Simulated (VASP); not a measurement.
**KTaO3: single point with PBE**

Crystal: KTaO3.

```xyz
5
Lattice="4.0231 0.0000 0.0000 0.0000 4.0231 0.0000 0.0000 0.0000 4.0231" Properties=species:S:1:pos:R:3 pbc="T T T"
K     2.0116    2.0116    2.0116
Ta    0.0000    0.0000    0.0000
O     2.0116    0.0000    0.0000
O     0.0000    2.0116    0.0000
O     0.0000    0.0000    2.0116
```

- Program: VASP 6.6.1
- Task: single point
- Functional: PBE
- Potentials or basis: VASP PAW PBE potentials, release 64 (K_sv, Ta_sv_GW, O)
- Cutoff: 600 eV
- k mesh: 8 × 8 × 8
- Occupations: gaussian, width 0.02 eV
- Spin: non-collinear spin, zero start, spin-orbit coupling
- Starting moments: [[0.0, 0.0, 0.0], [0.0, 0.0, 0.0], [0.0, 0.0, 0.0], [0.0, 0.0, 0.0], [0.0, 0.0, 0.0]] μB

- Pressure: 0.3 GPa
- Net moment: 0.00 μB per cell
- Valence electrons inside the program's atomic spheres: K 7.61; Ta 11.46; O 5.07

Moments on the atoms (μB; x, y, z):
```
K   0.00 0.00 0.00
Ta  0.00 0.00 0.00
O   0.00 0.00 0.00
O   0.00 0.00 0.00
O   0.00 0.00 0.00
```

Run time: 4.5 min on 1 thread of Intel(R) Xeon(R) 6975P-C (Granite Rapids), on a shared host, peak memory 0.46 GiB.
